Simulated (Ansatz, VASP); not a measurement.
# One calculation of TlCl, two programs

File POSCAR:

```
TlCl
1.0
    3.8388256226      0.0000000000      0.0000000000
    0.0000000000      3.8388256226      0.0000000000
    0.0000000000      0.0000000000      3.8388256226
Tl Cl
1 1
Direct
    0.0000000000      0.0000000000      0.0000000000
    0.5000000000      0.5000000000      0.5000000000
```

INCAR.step1

```
SYSTEM = TlCl
PREC = Accurate
ENCUT = 400
EDIFF = 1E-5
ISMEAR = 0
SIGMA = 0.01
LREAL = .FALSE.
LASPH = .TRUE.
NELM = 120
ALGO = Normal
ISIF = 2
LWAVE = .TRUE.
LCHARG = .FALSE.
NBANDS = 17
GGA = PE
GGA_COMPAT = .FALSE.
```

INCAR.step2

```
SYSTEM = TlCl
PREC = Accurate
ENCUT = 400
EDIFF = 1E-6
ISMEAR = 0
SIGMA = 0.01
LREAL = .FALSE.
LASPH = .TRUE.
NELM = 120
ALGO = Normal
ISIF = 2
LWAVE = .FALSE.
LCHARG = .FALSE.
GGA = PE
LHFCALC = .TRUE.
AEXX = 1.0
ALDAC = 0.0
AGGAC = 0.0
PRECFOCK = Normal
NBANDS = 17
ISTART = 1
GGA_COMPAT = .FALSE.
```

Contents of KPOINTS:

```
Automatic mesh
0
G
  4 4 4
  0 0 0
```

Input for Ansatz:

```yaml
crystal:
  lattice:
    - [3.8388256226, 0.0, 0.0]
    - [0.0, 3.8388256226, 0.0]
    - [0.0, 0.0, 3.8388256226]
  atoms:
    - { symbol: Tl, position: [0.0, 0.0, 0.0] }
    - { symbol: Cl, position: [0.5, 0.5, 0.5] }
kpoints:
  mp_grid: { grid: [4, 4, 4] }
hamiltonian:
  xc: hf
scf:
  occupations: { method: fixed }
  n_extra_bands: 4
output:
  forces: true
  stress: true
  eigenvalues: true
```

Alike in both runs: task single point; functional HF; k mesh 4 × 4 × 4; no spin polarisation.

|  | VASP | Ansatz |
| --- | --- | --- |
| version | VASP 6.6.1 | Ansatz 0.2.0 |
| potentials or method | VASP PAW PBE potentials, release 64 (Tl_d, Cl) | plane waves |
| plane-wave cutoff (eV) | 400 | 420 |
| occupations | gaussian, width 0.01 eV | fixed |
| valence electrons in the cell | 20 | 20 |

|  | VASP | Ansatz | Ansatz less VASP |
| --- | --- | --- | --- |
| gap on the k mesh at the Fermi level (eV) | 8.34 | 8.26 | -0.084 |
| pressure (GPa) | 5.5 | 6.0 | +0.54 |

VASP's potentials were made for PBE, not for HF. Ansatz's warnings: stress exchange threshold loose, stress scf threshold loose.

Spin-orbit coupling is off throughout.
